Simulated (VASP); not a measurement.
A run of VASP 6.6.1:

The input INCAR:

```
  PREC = Accurate
  ENCUT = 520
  EDIFF = 1E-6
  ISMEAR = -1
  SIGMA = 0.05
  LREAL = F
  LASPH = T
  NELM = 60
  ALGO = Normal
  ISIF = 2
  LWAVE = F
  LCHARG = F
  GGA = PE
  NBANDS = 8
```

KPOINTS

```
Automatic mesh
0
Gamma
  14 14 14
```

File POSCAR:

```
Al
1.0
   -0.0404796000      2.0037402000      2.0037402000
    2.0037402000     -0.0404796000      2.0037402000
    2.0037402000      2.0037402000     -0.0404796000
Al
1
Direct
    0.0000000000      0.0000000000      0.0000000000
```

Potentials or basis: VASP PAW PBE potentials, release 64 (Al).

The run is started by

```sh
$ cat potpaw_PBE.64/Al/POTCAR > POTCAR
$ mpirun -np 1 vasp_std > vasp.out
```

Hardware: 1 thread of Intel Xeon 6975P-C (shared host).

Task: How long does it take, and how much memory?

Result: Run time: 15 s on 1 thread of Intel Xeon 6975P-C (shared host), peak memory 0.15 GiB. Counts: scf iterations 10, k points 288.
